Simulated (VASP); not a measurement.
Here is a VASP 6.6.1 calculation.

INCAR

```
SYSTEM = AlP
  ALGO = Normal
  EDIFF = 1E-6
  ENCUT = 520
  ISIF = 2
  ISMEAR = -1
  LASPH = .TRUE.
  LCHARG = .FALSE.
  LREAL = .FALSE.
  LWAVE = .FALSE.
  NBANDS = 11
  NELM = 80
  PREC = Accurate
  SIGMA = 0.02
```

KPOINTS

```
k-points
0
G
  6 6 6
  0 0 0
```

The input POSCAR:

```
AlP
1.0
    0.0000000000      2.7081887619      2.7081887619
    2.7081887619      0.0000000000      2.7081887619
    2.7081887619      2.7081887619      0.0000000000
Al P
1 1
Direct
    0.0000000000      0.0000000000      0.0000000000
    0.2500000000      0.2500000000      0.2500000000
```

Potentials or basis: VASP PAW LDA potentials, release 64 (Al, P).

The run is started by

```sh
$ cat potpaw_LDA.64/Al/POTCAR potpaw_LDA.64/P/POTCAR > POTCAR
$ mpirun -np 1 vasp_std > vasp.out
```

Question: What does it give for the pressure?

Answer: 1.0 GPa.

Question: Predict the band gap on the k mesh.

Answer: 1.39 eV, indirect (least direct gap 3.32 eV).

A k mesh can miss the band edges. As with any semilocal functional, this LDA gap is likely too small.
